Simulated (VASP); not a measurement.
Here is a VASP 6.6.1 calculation.

File INCAR:

```
SYSTEM = TaN
PREC = Accurate ; ENCUT = 520
EDIFF = 1E-7 ; ISMEAR = -1
SIGMA = 0.1 ; LREAL = .False.
LASPH = .True. ; NELM = 100
ALGO = Normal ; ISIF = 2
LWAVE = .False. ; LCHARG = .False.
GGA = PE ; NBANDS = 33
```

File KPOINTS:

```
Automatic mesh
0
Gamma
  5 5 8
  0 0 0
```

POSCAR

```
TaN
1.0
    5.3258910835      0.0000000000      0.0000000000
   -2.6629455418      4.6123569750      0.0000000000
    0.0000000000      0.0000000000      2.9835660318
Ta N
3 3
Direct
    0.0000000000      0.0000000000      0.0000000000
    0.3333333333      0.6666666667      0.5000000000
    0.6666666667      0.3333333333      0.5000000000
    0.5000000000      0.0000000000      0.0000000000
    0.5000000000      0.5000000000      0.0000000000
    0.0000000000      0.5000000000      0.0000000000
```

Potentials or basis: VASP PAW PBE potentials, release 64 (Ta_pv, N).

Command:

```bash
$ cat potpaw_PBE.64/Ta_pv/POTCAR potpaw_PBE.64/N/POTCAR > POTCAR
$ mpirun -np 1 vasp_std > vasp.out
```

Task: Predict the pressure.

Result: -12.1 GPa.

Task: Estimate the band gap on the k mesh.

Result: Zero (bands 24 and 25 overlap by 1.88 eV).

Stress tensor (GPa, compression positive):
```
 -9.76   0.00   0.00
  0.00  -9.76   0.00
  0.00   0.00 -16.90
```

Caveat: the cell stands under tension; spin-orbit coupling is left out, which moves the levels of the heavy elements.
